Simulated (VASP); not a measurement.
# KBr (F-43m) in VASP: settings compared, part 2 of 2

VASP 6.6.1. Earlier steps stand in the parts before.

## 3. Single point, HSE06

This run uses another cell than the first one, of 50.90 Å³/atom, 1.014 times its volume.

Input file POSCAR:

```
KBr
1.0
    0.0000000000      3.7059564578      3.7059564578
    3.7059564578      0.0000000000      3.7059564578
    3.7059564578      3.7059564578      0.0000000000
K Br
1 1
Direct
    0.0000000000      0.0000000000      0.0000000000
    0.2500000000      0.2500000000      0.2500000000
```

Input file INCAR.step1:

```
SYSTEM = KBr
ALGO = Normal
EDIFF = 1E-5
ENCUT = 520
GGA = PE
ISIF = 2
ISMEAR = -1
LASPH = .TRUE.
LCHARG = .FALSE.
LREAL = .FALSE.
LWAVE = .TRUE.
NBANDS = 15
NELM = 80
PREC = Accurate
SIGMA = 0.02
```

Input file INCAR.step2:

```
SYSTEM = KBr
ALGO = Normal
EDIFF = 1E-6
ENCUT = 520
GGA = PE
HFSCREEN = 0.2079
ISIF = 2
ISMEAR = -1
ISTART = 1
LASPH = .TRUE.
LCHARG = .FALSE.
LHFCALC = .TRUE.
LREAL = .FALSE.
LWAVE = .FALSE.
NBANDS = 15
NELM = 80
PREC = Accurate
PRECFOCK = Normal
SIGMA = 0.02
```

Input file KPOINTS:

```
k-points
0
G
  4 4 4
  0 0 0
```

Potentials or basis: VASP PAW PBE potentials, release 64 (K_sv, Br).

Launch:

```
$ cat potpaw_PBE.64/K_sv/POTCAR potpaw_PBE.64/Br/POTCAR > POTCAR
$ cp INCAR.step1 INCAR
$ mpirun -np 1 vasp_std > vasp.out
$ cp INCAR.step2 INCAR
$ mpirun -np 1 vasp_std > vasp.out
```

OUTCAR:

```text
SYSTEM = KBr
   EDIFF = 1E-6
   ENCUT = 520
   GGA = PE
   HFSCREEN = 0.2079
   ISIF = 2
   ISMEAR = -1
   ISTART = 1
   LASPH = .TRUE.
   LHFCALC = .TRUE.
   LREAL = .FALSE.
   NELM = 80
   PREC = Accurate
   PRECFOCK = Normal

 ion  position               nearest neighbor table
   1  0.000  0.000  0.000-   2 3.21   2 3.21   2 3.21   2 3.21
   2  0.250  0.250  0.250-   1 3.21   1 3.21   1 3.21   1 3.21

  LATTYP: Found a face centered cubic cell.
 ALAT       =     7.4119129156

  Lattice vectors:

 A1 = (   0.0000000000,   3.7059564578,   3.7059564578)
 A2 = (   3.7059564578,   0.0000000000,   3.7059564578)
 A3 = (   3.7059564578,   3.7059564578,   0.0000000000)

Analysis of symmetry for initial positions (statically):
=====================================================================
 Subroutine PRICEL returns:
 Original cell was already a primitive cell.

 Routine SETGRP: Setting up the symmetry group for a
 face centered cubic supercell.

 Subroutine GETGRP returns: Found 24 space group operations
 (whereof 24 operations were pure point group operations)
 out of a pool of 48 trial point group operations.

[... 167 lines left out ...]
      6      -4.0383      2.00000
      7      -4.0383      2.00000
      8      -4.0383      2.00000
      9       1.3366      0.00000
     10       6.0176      0.00000
     11       6.0176      0.00000
     12       6.8896      0.00000
     13       6.8896      0.00000
     14       6.8896      0.00000
[... 113 lines left out ...]
      2     -17.1255      2.00000
      3     -16.1955      2.00000
      4     -16.1901      2.00000
      5     -15.8891      2.00000
      6      -4.2903      2.00000
      7      -4.2306      2.00000
      8      -4.0582      2.00000
      9       3.4277      0.00000
     10       4.3505      0.00000
     11       5.9276      0.00000
     12       6.0425      0.00000
     13       6.7150      0.00000
     14       7.1314      0.00000
     15       7.8988      0.00000

------------------------ aborting loop because EDIFF is reached ----------------------------------------

  FORCE on cell =-STRESS in cart. coord.  units (eV):
  Direction    XX          YY          ZZ          XY          YZ          ZX
  --------------------------------------------------------------------------------------
  -------------------------------------------------------------------------------------
  Total        0.0119143      0.0119143      0.0119143      0.0000000      0.0000000     -0.0000000
  in kB        0.1875201      0.1875201      0.1875201      0.0000000      0.0000000     -0.0000000
  external PRESSURE =       0.1875201 kB  Pullay stress =       0.0000000 kB

 VOLUME and BASIS-vectors are now :
 -----------------------------------------------------------------------------
  energy-cutoff  :      520.00
  volume of cell :      101.80
      direct lattice vectors                 reciprocal lattice vectors
     0.000000000  3.705956458  3.705956458    -0.134917937  0.134917937  0.134917937
     3.705956458  0.000000000  3.705956458     0.134917937 -0.134917937  0.134917937
     3.705956458  3.705956458  0.000000000     0.134917937  0.134917937 -0.134917937

 POSITION                                       TOTAL-FORCE (eV/Angst)
 -----------------------------------------------------------------------------------
      0.00000      0.00000      0.00000         0.000000      0.000000      0.000000
      1.85298      1.85298      1.85298        -0.000000     -0.000000     -0.000000
 -----------------------------------------------------------------------------------
    total drift:                                0.000001     -0.000001     -0.000005

  FREE ENERGIE OF THE ION-ELECTRON SYSTEM (eV)
  ---------------------------------------------------
  free  energy   TOTEN  =        -6.9729543932 eV

  energy  without entropy=       -6.9729543932  energy(sigma->0) =       -6.97295439
```

OUTCAR.step1:

```text
SYSTEM = KBr
   EDIFF = 1E-5
   ENCUT = 520
   GGA = PE
   ISIF = 2
   ISMEAR = -1
   LASPH = .TRUE.
[... 346 lines left out ...]
      0.00000      0.00000      0.00000         0.000000      0.000000      0.000000
      1.85298      1.85298      1.85298        -0.000000     -0.000000     -0.000000
 -----------------------------------------------------------------------------------
    total drift:                               -0.000000     -0.000000     -0.000000

  FREE ENERGIE OF THE ION-ELECTRON SYSTEM (eV)
  ---------------------------------------------------
  free  energy   TOTEN  =        -6.0367518645 eV

  energy  without entropy=       -6.0367518645  energy(sigma->0) =       -6.03675186
```

Wall time 9 min (1 thread of Intel Xeon Platinum 8375C at 2.90GHz (Ice Lake), shared host); peak memory 0.36 GiB.

Results:

```
Free energy            : -6.9730 eV
Pressure               : 0.0 GPa
Band gap on the k mesh : 5.36 eV, indirect (least direct gap 5.37 eV)
```

Caveat: the PAW data sets were made with another functional, which shifts forces and pressure a little. A k mesh can miss the band edges.

## 4. Single point, PBE

Input file INCAR:

```
SYSTEM = KBr
PREC = Accurate ; ENCUT = 500
EDIFF = 1E-6 ; ISMEAR = 0
SIGMA = 0.01 ; LREAL = .FALSE.
LASPH = .TRUE. ; NELM = 120
ALGO = Normal ; ISIF = 2
LWAVE = .FALSE. ; LCHARG = .FALSE.
GGA = PE ; NBANDS = 15
GGA_COMPAT = .FALSE.
```

Input file KPOINTS:

```
Automatic mesh
0
G
  4 4 4
  0 0 0
```

Input file POSCAR:

```
KBr
1.0
    0.0000000000      3.6882992884      3.6882992884
    3.6882992884      0.0000000000      3.6882992884
    3.6882992884      3.6882992884      0.0000000000
K Br
1 1
Direct
    0.0000000000      0.0000000000      0.0000000000
    0.2500000000      0.2500000000      0.2500000000
```

Launch:

```
$ cat potpaw_PBE.64/K_sv/POTCAR potpaw_PBE.64/Br/POTCAR > POTCAR
$ mpirun -np 1 vasp_std > vasp.out
```

It took 33 s on 1 thread of Intel Xeon 8259CL, shared host; peak memory 0.23 GiB.

The run converged. Its results:

* Free energy: -6.0347 eV
* Pressure: 0.3 GPa
* Band gap on the k mesh: 4.28 eV, indirect (least direct gap 4.30 eV)

Levels at points of the mesh, in eV from the valence-band top:
```tsv
k point	band 6	band 7	band 8	band 9	band 10	band 11
(0.00, 0.00, 0.00)	-0.02	-0.02	-0.02	4.28	8.62	8.62
(0.50, 0.00, 0.00)	-0.39	0.00	0.00	6.53	6.98	8.21
(0.50, 0.50, 0.00)	-0.44	-0.02	-0.02	6.07	7.18	8.93
```

A k mesh can miss the band edges.

## 5. Overview

```tsv
level	cell	cutoff (eV)	smearing	grid for exact exchange (PRECFOCK)	screening parameter	gap on the mesh (eV)	pressure (GPa)
HF	a = 5.216 Å, angles 60.0°, 2 atoms	520	gaussian 0.01 eV	Normal	-	11.30	1.0
HSE06	a = 5.241 Å, angles 60.0°, 2 atoms	520	fermi-dirac 0.02 eV	Normal	0.2079 1/Å	5.36	0.0
PBE	a = 5.216 Å, angles 60.0°, 2 atoms	500	gaussian 0.01 eV	-	-	4.28	0.3
```

Alike in all rows: task single point; potentials or basis VASP PAW PBE potentials, release 64 (K_sv, Br); no spin polarisation; k mesh 4 × 4 × 4.

Caveats: the PAW data sets were made with another functional, which shifts forces and pressure a little (some runs).

Total energies depend on the potentials used, so only differences within one code and one set of settings carry meaning.
